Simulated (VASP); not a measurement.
# Zn: single point with LDA

Crystal: Zn.

```
Zn
1.0
     2.58588    0.00000    0.00000
    -1.29294    2.23944    0.00000
     0.00000    0.00000    4.54730
Zn
2
Cartesian
  0.0000 1.4930 1.1368
  1.2929 0.7465 3.4105
```

```yaml
Program: VASP 6.6.1
Task: single point
Functional: LDA
Potentials_or_basis: VASP PAW LDA potentials, release 64 (Zn)
Cutoff: 520 eV
k_mesh: 20 × 20 × 10
Occupations: fermi-dirac, width 0.05 eV
Spin: no spin polarisation
```

```json
{
  "Pressure": "2.8 GPa",
  "Band gap on the k mesh": "zero (band 12 reaches 5.77 eV, above the bottom of band 13 at 1.74 eV)"
}
```

Stress tensor (GPa, compression positive):
```
2.88 0.00 0.00
0.00 2.88 0.00
0.00 0.00 2.58
```

Levels at points of the mesh, in eV from the Fermi level:
```csv
k point,band 9,band 10,band 11,band 12,band 13,band 14,band 15,band 16
"(0.00, 0.00, 0.00)",-7.79,-7.44,-7.44,-4.11,-2.31,16.94,18.01,18.01
"(0.50, 0.00, 0.00)",-7.28,-7.25,-3.53,-2.58,3.30,3.68,5.24,6.23
"(0.00, 0.00, 0.50)",-7.57,-7.57,-7.57,-7.57,6.20,6.20,19.61,19.61
"(0.50, 0.00, 0.50)",-7.26,-7.26,-2.45,-2.45,0.18,0.18,11.86,11.86
```

It took 35 s on 1 thread of Intel(R) Xeon(R) 6975P-C (Granite Rapids), with other jobs on the host, peak memory 0.2 GiB.
